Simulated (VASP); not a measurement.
Input of a VASP 6.6.1 run:

The input INCAR:

```
SYSTEM = Os
PREC = Accurate
ENCUT = 600
EDIFF = 1E-6
ISMEAR = -1
SIGMA = 0.1
LREAL = .False.
LASPH = .True.
NELM = 100
ALGO = Normal
ISIF = 3
LWAVE = .False.
LCHARG = .False.
GGA = PE
IBRION = 2
NSW = 60
EDIFFG = -0.005
PSTRESS = 400.0
```

File KPOINTS:

```
Automatic mesh
0
Gamma
  13 13 13
  0 0 0
```

POSCAR

```
Os
1.0
    0.0000000000      2.5150934832      2.5150934832
    2.5150934832      0.0000000000      2.5150934832
    2.5150934832      2.5150934832      0.0000000000
Os
2
Direct
   -0.1250000000     -0.1250000000     -0.1250000000
    0.1250000000      0.1250000000      0.1250000000
```

Potentials or basis: VASP PAW PBE potentials, release 64 (Os).

The run is started by

```sh
$ cat potpaw_PBE.64/Os/POTCAR > POTCAR
$ mpirun -np 1 vasp_std > vasp.out
```

(1) Predict the space group after relaxing (to 0.1 Å).

(2) Predict the relaxed volume.

(3) What does it give for the band gap on the k mesh?

(4) Estimate the relaxed cell.

Answers

(1) Fd-3m (No. 227).

(2) 18.51 Å³/atom.

(3) zero (bands 8 and 9 overlap by 1.38 eV).

(4) a = 3.741 Å, b = 3.741 Å, c = 3.741 Å, α = 60.00°, β = 60.00°, γ = 60.00°.

Caveat: the cell is relaxed towards a set pressure, so the run minimises the enthalpy, not the energy; the volume moved by over 15 % at a fixed basis, so the end points are rough; spin-orbit coupling is left out, which moves the levels of the heavy elements.
